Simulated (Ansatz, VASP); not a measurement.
Two plane-wave programs on ZnGe2N2

```
CELL_PARAMETERS angstrom
3.56430 0.00000 0.00000
-1.78215 3.08677 0.00000
0.00000 0.00000 7.48520
ATOMIC_POSITIONS crystal
Zn 0.00000 0.00000 0.74456
Ge 0.00000 0.00000 0.41828
Ge 0.00000 0.00000 0.07767
N 0.33333 0.66667 0.96161
N 0.66667 0.33333 0.96161
```

Alike in both runs: functional PBE; k mesh 6 × 6 × 2; occupations gaussian, width 0.1 eV; no spin polarisation.

Ansatz relaxed the structure, and its values are those at the end. VASP's run is a single point on that final structure, the one shown.

|  | VASP | Ansatz |
| --- | --- | --- |
| version | VASP 6.6.1 | Ansatz 0.2.0 |
| potentials or method | VASP PAW PBE potentials, release 64 (Zn, Ge_d, N), cutoff 520 eV | scalar-relativistic, plane waves, PAW |
| valence electrons in the cell | 50 | 50 |

Ansatz gave:

- gap on the k mesh at the Fermi level (eV): none
- pressure (GPa): 0.1
- rms of the force components (eV/Å): 0.009

Estimate VASP's values.

gap on the k mesh at the Fermi level (eV): none; pressure (GPa): 0.2; rms of the force components (eV/Å): 0.012.

A gap of «none» marks a metal or a gap that the smearing closes. The functional is the same, so the differences come from potentials, cutoffs and numerics.

The k mesh is coarse, so the values compare programs but aren't converged.
